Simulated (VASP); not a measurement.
O: single point with PBE+D3(BJ)

O:

```
O
1.0
     7.87729    0.00000    0.00000
     0.00000    7.87729    0.00000
     0.00000    0.00000    7.87729
O
16
Direct
  0.98902 0.48904 0.03506
  0.99532 0.63622 0.98656
  0.45686 0.26185 0.24944
  0.39328 0.37008 0.15173
  0.12047 0.16874 0.68818
  0.17738 0.03115 0.64160
  0.98002 0.70849 0.32333
  0.06474 0.83235 0.32909
  0.76181 0.08250 0.96998
  0.84162 0.12747 0.84881
  0.47427 0.92486 0.01587
  0.45684 0.87262 0.87314
  0.74556 0.10561 0.43022
  0.88683 0.13328 0.38070
  0.36629 0.78510 0.32297
  0.39380 0.67636 0.43236
```

```
Program             : VASP 6.6.1
Task                : single point
Functional          : PBE
Dispersion          : D3(BJ)
Potentials or basis : VASP PAW PBE potentials, release 64 (O_h)
Cutoff              : 1000 eV
k mesh              : 1 × 1 × 1
Occupations         : fermi-dirac, width 0.02 eV
Spin                : collinear spin, ferromagnetic start
Starting moments    : [1.0, 1.0, 1.0, 1.0, 1.0, 1.0, 1.0, 1.0, 1.0, 1.0, 1.0, 1.0, 1.0, 1.0, 1.0, 1.0] μB
```

```yaml
Pressure: 0.9 GPa
Largest_force: 2.938 eV/Å
Net_moment: 16.00 μB per cell
Site_moments: O +0.62, +0.61, +0.63 (each value once) μB
Valence_electrons_inside_the_program's_atomic_spheres: O 3.31, 3.28, 3.29, 3.30, 3.34, 3.33, 3.32 (each value once)
Dispersion_energy_per_atom: -0.024 eV
```

Forces on the atoms (eV/Å):
```
O    0.005  0.176 -0.144
O    0.004 -0.268 -0.103
O   -0.889  1.484 -1.320
O    0.844 -1.462  1.297
O    0.553 -0.538 -0.335
O   -0.234  0.618  0.219
O   -1.732 -2.372  0.095
O    1.065  2.410  0.097
O   -0.734 -0.401  1.377
O    0.724  0.498 -1.250
O   -0.114  0.255  0.928
O   -0.107 -0.376 -0.970
O   -1.382 -0.305  0.513
O    1.295  0.425 -0.514
O    0.843 -0.831  0.753
O   -0.142  0.686 -0.644
```

Stress tensor (GPa, compression positive):
```
 1.88  1.12 -0.77
 1.12  0.16  0.52
-0.77  0.52  0.66
```

Levels at points of the mesh, in eV from the Fermi level:
Spin up:
| k point | band 54 | band 55 | band 56 | band 57 | band 58 | band 59 |
| --- | --- | --- | --- | --- | --- | --- |
| (0.00, 0.00, 0.00) | -0.81 | -0.76 | -0.51 | 4.60 | 6.16 | 6.27 |
Spin down:
```csv
k point,band 38,band 39,band 40,band 41,band 42,band 43
"(0.00, 0.00, 0.00)",-5.55,-5.48,-5.35,0.77,0.82,0.82
```

Run time: 3.3 min on 1 thread of AMD EPYC 9R45 96-Core Processor (Zen 5) (shared host), peak memory 1.3 GiB.

Caveat: the k points lie up to 0.80 Å⁻¹ apart; the atoms stand as in a frame of molecular dynamics.
